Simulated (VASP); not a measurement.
Input of a VASP 6.6.1 run:

File INCAR:

```
SYSTEM = Lu
  ALGO = Normal
  EDIFF = 1E-6
  ENCUT = 520
  GGA = CA
  ISIF = 2
  ISMEAR = -1
  LASPH = .TRUE.
  LCHARG = .FALSE.
  LREAL = .FALSE.
  LWAVE = .FALSE.
  NBANDS = 32
  NELM = 80
  PREC = Accurate
  SIGMA = 0.08
```

KPOINTS

```
k-points
0
G
  16 16 10
  0 0 0
```

POSCAR

```
Lu
1.0
    3.3421859915      0.0000000000      0.0000000000
   -1.6710929957      2.8944179728      0.0000000000
    0.0000000000      0.0000000000      5.1963793272
Lu
2
Direct
    0.3333333333      0.6666666667      0.2500000000
    0.6666666667      0.3333333333      0.7500000000
```

Potentials or basis: VASP PAW PBE potentials, release 64 (Lu).

Run with:

```bash
$ cat potpaw_PBE.64/Lu/POTCAR > POTCAR
$ mpirun -np 1 vasp_std > vasp.out
```

Task: Predict the band gap on the k mesh.

Result: Zero (bands 25 and 26 overlap by 1.99 eV).

Task: Predict the pressure.

Result: 2.2 GPa.

Caveat: the PAW data sets were made with another functional, which shifts forces and pressure a little; spin-orbit coupling is left out, which moves the levels of the heavy elements.
